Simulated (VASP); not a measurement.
# SrMg (P-3m1) in VASP: notebook, part 2 of 2

VASP 6.6.1.

### Step 3. Relaxation of cell and atoms, LDA

This run uses another cell than the first one, of 39.85 Å³/atom, 1.114 times its volume.

The input, INCAR:

```
PREC     = Accurate       # precision mode
ENCUT    = 600            # plane-wave cutoff, eV
EDIFF    = 1E-7           # SCF threshold, eV
ISMEAR   = 0              # smearing method
SIGMA    = 0.1            # smearing width, eV
LREAL    = F              # projectors in reciprocal space
LASPH    = T              # aspherical terms in the spheres
NELM     = 60             # most SCF steps
ALGO     = Normal         # electronic algorithm
ISIF     = 3              # what is computed and relaxed
LWAVE    = F              # write WAVECAR
LCHARG   = F              # write CHGCAR
IBRION   = 2              # ionic algorithm
NSW      = 80             # ionic steps
EDIFFG   = -0.03          # ionic threshold
```

The input, KPOINTS:

```
regular mesh
0
Gamma
  6 6 2
```

The input, POSCAR:

```
SrMg
1.0
    4.0701833600      0.0000000000      0.0000000000
   -2.0350916800      3.5248821900      0.0000000000
    0.0000000000      0.0000000000     11.1098960000
Sr Mg
2 2
Direct
    0.6666666667      0.3333333333      0.1613680000
    0.3333333333      0.6666666667      0.8386320000
    0.3333333333      0.6666666667      0.4084980000
    0.6666666667      0.3333333333      0.5915020000
```

Potentials or basis: VASP PAW LDA potentials, release 64 (Sr_sv, Mg).

On the command line:

```
> cat potpaw_LDA.64/Sr_sv/POTCAR potpaw_LDA.64/Mg/POTCAR > POTCAR
> mpirun -np 1 vasp_std > vasp.out
```

OUTCAR:

```text
PREC = Accurate
   ENCUT = 600
   EDIFF = 1E-7
   ISMEAR = 0
   LREAL = F
   LASPH = T
   NELM = 60
   ISIF = 3
   IBRION = 2
   NSW = 80
   EDIFFG = -0.03

 ion  position               nearest neighbor table
   1  0.667  0.333  0.161-   3 3.61   3 3.61   3 3.61   2 4.29   2 4.29   2 4.29
   2  0.333  0.667  0.839-   4 3.61   4 3.61   4 3.61   1 4.29   1 4.29   1 4.29
   3  0.333  0.667  0.408-   4 3.11   4 3.11   4 3.11   1 3.61   1 3.61   1 3.61
   4  0.667  0.333  0.592-   3 3.11   3 3.11   3 3.11   2 3.61   2 3.61   2 3.61

  LATTYP: Found a hexagonal cell.
 ALAT       =     4.0701833600
 C/A-ratio  =     2.7295812049

  Lattice vectors:

 A1 = (   4.0701833600,   0.0000000000,   0.0000000000)
 A2 = (  -2.0350916800,   3.5248821900,   0.0000000000)
 A3 = (   0.0000000000,   0.0000000000,  11.1098960000)

Analysis of symmetry for initial positions (statically):
=====================================================================
 Subroutine PRICEL returns:
 Original cell was already a primitive cell.

 Routine SETGRP: Setting up the symmetry group for a
 hexagonal supercell.

 Subroutine GETGRP returns: Found 12 space group operations
 (whereof 12 operations were pure point group operations)
 out of a pool of 24 trial point group operations.

The static configuration has the point symmetry D_3d.

Analysis of symmetry for dynamics (positions and initial velocities):
=====================================================================
 Subroutine PRICEL returns:
 Original cell was already a primitive cell.

 Routine SETGRP: Setting up the symmetry group for a
 hexagonal supercell.

 Subroutine GETGRP returns: Found 12 space group operations
 (whereof 12 operations were pure point group operations)
 out of a pool of 24 trial point group operations.

The dynamic configuration has the point symmetry D_3d.

 Subroutine INISYM returns: Found 12 space group operations
 (whereof 12 operations are pure point group operations),
 and found     1 'primitive' translations
[... 110 lines left out ...]
  Fermi-wavevector in a.u.,A,eV,Ry     =   0.870942  1.645841 10.320554  0.758539
  Thomas-Fermi vector in A             =   1.989979
   LORBIT       =      0    0 simple, 1 ext, 2 COOP (PROOUT), +10 PAW based schemes
   GGA     = CA    functional components
   LHFCALC =     F    Hartree Fock is set to
   AEXX    =    0.0000 exact exchange contribution
   IVDW    =     0    specifies the selected vdW correction
   LEPSILON=     F    determine dielectric tensor
   LRPA    =     F    only Hartree local field effects (RPA)
 conjugate gradient relaxation of ions
 non-spin polarized calculation
 Gauss-broadening in eV      SIGMA  =   0.10
  energy-cutoff  :      600.00
  volume of cell :      159.39
 maximum number of plane-waves:      5338
 NGX is ok and might be reduce to    36
   NGX = 17   NGY = 17   NGZ = 45

--------------------------------------- Ionic step        1  -------------------------------------------

 number of electron      24.0000001 magnetization

 Free energy of the ion-electron system (eV)
  ---------------------------------------------------
  ext. energy  EPLUGINS =         0.00000000
  ---------------------------------------------------
  free energy    TOTEN  =        -6.84841245 eV

  energy without entropy =       -6.83106478  energy(sigma->0) =       -6.83973861

------------------------ aborting loop because EDIFF is reached ----------------------------------------

  FORCE on cell =-STRESS in cart. coord.  units (eV):
  Direction    XX          YY          ZZ          XY          YZ          ZX
  --------------------------------------------------------------------------------------
  -------------------------------------------------------------------------------------
  Total       -1.5661441     -1.5661441     -1.4529170     -0.0000000      0.0000000     -0.0000000
  in kB      -15.7425012    -15.7425012    -14.6043697     -0.0000000      0.0000000     -0.0000000
  external PRESSURE =     -15.3631241 kB  Pullay stress =       0.0000000 kB
[... 95 lines left out ...]
  FREE ENERGIE OF THE ION-ELECTRON SYSTEM (eV)
  ---------------------------------------------------
  free  energy   TOTEN  =        -6.9236496016 eV

  energy  without entropy=       -6.9070255648  energy(sigma->0) =       -6.91533758

[... ionic steps 4 to 8 ...]

--------------------------------------- Ionic step        9  -------------------------------------------

 number of electron      24.0000000 magnetization

------------------------ aborting loop because EDIFF is reached ----------------------------------------
[... 71 lines left out ...]
--------------------------------------- Ionic step       11  -------------------------------------------

 number of electron      24.0000000 magnetization

 Free energy of the ion-electron system (eV)
  ---------------------------------------------------
  ext. energy  EPLUGINS =         0.00000000
  ---------------------------------------------------
  free energy    TOTEN  =        -6.94357349 eV

  energy without entropy =       -6.92290743  energy(sigma->0) =       -6.93324046

 E-fermi :   2.0223     XC(G=0):  -8.2325

 val. band max:        1.9447797818   @ k =   0.3333   0.3333   0.5000
 cond. band min:       2.0714056460   @ k =   0.3333  -0.0000   0.0000
 fundamental gap:      0.1266258642
 Fermi energy:         2.0222530391

 k-point     1 :       0.0000    0.0000    0.0000
  band No.  band energies     occupation
      1     -33.9851      2.00000
      2     -33.9717      2.00000
      3     -16.1973      2.00000
      4     -16.0245      2.00000
      5     -15.9210      2.00000
      6     -15.9210      2.00000
[... 286 lines left out ...]
  FREE ENERGIE OF THE ION-ELECTRON SYSTEM (eV)
  ---------------------------------------------------
  free  energy   TOTEN  =        -6.9435734900 eV

  energy  without entropy=       -6.9229074299  energy(sigma->0) =       -6.93324046

 reached required accuracy - stopping structural energy minimisation
```

OSZICAR:

```text
N       E                     dE             d eps       ncg     rms          rms(c)
DAV:   1     0.140939945368E+03    0.14094E+03   -0.11283E+04   448   0.136E+03
DAV:   2     0.666153764015E+01   -0.13428E+03   -0.13301E+03   520   0.275E+02
DAV:   3    -0.586059316465E+01   -0.12522E+02   -0.12465E+02   728   0.653E+01
[... 104 lines left out ...]
DAV:   3    -0.694376503053E+01    0.13048E-02   -0.26598E-03   632   0.298E-01    0.162E-01
DAV:   4    -0.694358203858E+01    0.18299E-03   -0.57021E-04   784   0.125E-01    0.924E-02
DAV:   5    -0.694357109669E+01    0.10942E-04   -0.15907E-04   744   0.732E-02    0.258E-02
DAV:   6    -0.694357350393E+01   -0.24072E-05   -0.15559E-05   680   0.255E-02    0.549E-03
DAV:   7    -0.694357349000E+01    0.13925E-07   -0.55183E-07   536   0.521E-03
  11 F= -.69435735E+01 E0= -.69332405E+01  d E =-.644612E-03
```

CONTCAR:

```text
SrMg
   1.00000000000000
     3.8554731660700789    0.0000000000000000   -0.0000000000000000
    -1.9277365830350395    3.3389377072657922   -0.0000000000000000
    -0.0000000000000000   -0.0000000000000001   11.0144286097096487
  Sr              Mg
     2     2
Direct
     0.6666666667000030    0.3333333332999970    0.1559640938992145
     0.3333333332999970    0.6666666667000030    0.8440359061007856
     0.3333333332999970    0.6666666667000030    0.4041343919328756
     0.6666666667000030    0.3333333332999970    0.5958656080671243

  0.00000000E+00  0.00000000E+00  0.00000000E+00
  0.00000000E+00  0.00000000E+00  0.00000000E+00
  0.00000000E+00  0.00000000E+00  0.00000000E+00
  0.00000000E+00  0.00000000E+00  0.00000000E+00
```

Run time: 2.7 min. Hardware: 1 thread of Intel Xeon 6975P-C (Granite Rapids), shared host; peak memory 0.29 GiB.

What came out:

| Item | Value |
| --- | --- |
| Free energy | -6.9436 eV |
| Relaxed volume | 35.45 Å³/atom |
| Relaxed cell | a = 3.855 Å, b = 3.855 Å, c = 11.014 Å, α = 90.00°, β = 90.00°, γ = 120.00° |
| Space group after relaxing (to 0.05 Å) | P-3m1 (No. 164) |
| Energy gained by relaxing | 23.8 meV/atom |
| Ionic steps | 11 |
| Pressure after relaxing | 0.1 GPa |
| Largest force after relaxing | 0.013 eV/Å |
| Band gap on the k mesh | zero (band 12 reaches 2.21 eV, above the bottom of band 13 at 1.63 eV) |

Forces on the atoms (eV/Å):
```
Sr   0.000  0.000 -0.013
Sr   0.000  0.000  0.013
Mg   0.000  0.000  0.006
Mg   0.000  0.000 -0.006
```

Step by step:
```tsv
step	energy change (eV)	largest force (eV/Å)	pressure (GPa)	volume (Å³)
1	0.0000	0.0246	-1.54	159.39
2	-0.0618	0.0690	-0.70	150.74
3	-0.0752	0.1017	-0.05	145.28
4	-0.0753	0.1048	0.02	144.79
5	-0.0801	0.0961	0.02	144.39
6	-0.0888	0.1068	0.02	143.16
7	-0.0894	0.1203	0.02	142.66
8	-0.0926	0.0729	-0.01	142.51
9	-0.0945	0.0205	-0.03	142.29
10	-0.0945	0.0184	-0.04	142.27
11	-0.0952	0.0134	0.06	141.79
```

Final structure:
```xyz
4
Lattice="3.8555 0.0000 0.0000 -1.9277 3.3389 0.0000 0.0000 0.0000 11.0144" Properties=species:S:1:pos:R:3 pbc="T T T"
Sr    1.9277    1.1130    1.7179
Sr    0.0000    2.2260    9.2966
Mg    0.0000    2.2260    4.4513
Mg    1.9277    1.1130    6.5631
```

Levels at points of the mesh, in eV from the Fermi level:
```
           k point  band 10  band 11  band 12  band 13  band 14  band 15
(0.00, 0.00, 0.00)    -3.47    -3.22    -0.73     0.37     1.80     2.55
(0.50, 0.00, 0.00)    -1.93    -1.15    -0.86    -0.20     0.26     0.44
(0.00, 0.00, 0.50)    -4.06    -2.11    -1.65     1.17     1.22     2.55
(0.50, 0.00, 0.50)    -1.96    -1.19    -0.56    -0.40     0.29     0.33
```
